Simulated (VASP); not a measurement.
Input of a VASP 6.6.1 run:

File INCAR:

```
  ALGO = Normal
  EDIFF = 1E-6
  ENCUT = 520
  GGA = PE
  ISIF = 2
  ISMEAR = -1
  LASPH = T
  LCHARG = F
  LREAL = F
  LWAVE = F
  NBANDS = 25
  NELM = 80
  PREC = Accurate
  SIGMA = 0.08
```

The input KPOINTS:

```
k-points
0
Gamma
  7 7 10
```

The input POSCAR:

```
Cd
1.0
    4.2263310794      0.0000000000      0.0000000000
   -2.1131655397      3.6601100796      0.0000000000
    0.0000000000      0.0000000000      2.5225718204
Cd
3
Direct
    0.0000000000      0.0000000000      0.0000000000
    0.3333333333      0.6666666667      0.5000000000
    0.6666666667      0.3333333333      0.5000000000
```

Potentials or basis: VASP PAW PBE potentials, release 64 (Cd).

Launch:

```console
$ cat potpaw_PBE.64/Cd/POTCAR > POTCAR
$ mpirun -np 1 vasp_std > vasp.out
```

Problem. Predict the pressure.

Solution. 128.4 GPa.

Problem. Estimate the band gap on the k mesh.

Solution. Zero (band 18 reaches 12.35 eV, above the bottom of band 19 at 8.24 eV).

Stress tensor (GPa, compression positive):
```
128.25   0.00   0.00
  0.00 128.25   0.00
  0.00   0.00 128.56
```
